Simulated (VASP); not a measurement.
Crystal: KCl (Sylvite).

```
K Cl
1.0
     0.00000    3.14647    3.14647
     3.14647    0.00000    3.14647
     3.14647    3.14647    0.00000
K Cl
1 1
Direct
  0.00000 0.00000 0.00000
  0.50000 0.50000 0.50000
```

```yaml
Program: VASP 6.6.1
Task: relaxation of cell and atoms
Functional: PBEsol
Dispersion: D4
Potentials_or_basis: VASP PAW PBE potentials, release 64 (K_sv, Cl)
Cutoff: 600 eV
k_mesh: 7 × 7 × 7
Occupations: fermi-dirac, width 0.05 eV
Spin: no spin polarisation
```

At the start: pressure -0.7 GPa; volume 31.15 Å³/atom.

How do energy, volume and symmetry change on relaxing?

Over 3 steps the energy falls by 2.6 meV/atom and the volume is 29.99 Å³/atom (-3.7 %); space group Fm-3m (No. 225, to 0.05 Å).

The path:
```csv
step,energy change (eV),largest force (eV/Å),pressure (GPa),volume (Å³)
1,0.0000,0.0000,-0.69,62.30
2,-0.0040,0.0000,-0.36,61.10
3,-0.0053,0.0000,-0.02,59.99
```

Final structure:
```
K Cl
1.0
     0.00000    3.10700    3.10700
     3.10700    0.00000    3.10700
     3.10700    3.10700    0.00000
K Cl
1 1
Cartesian
  0.0000 0.0000 0.0000
  3.1070 3.1070 3.1070
```

Caveat: the PAW data sets were made with another functional, which shifts forces and pressure a little.
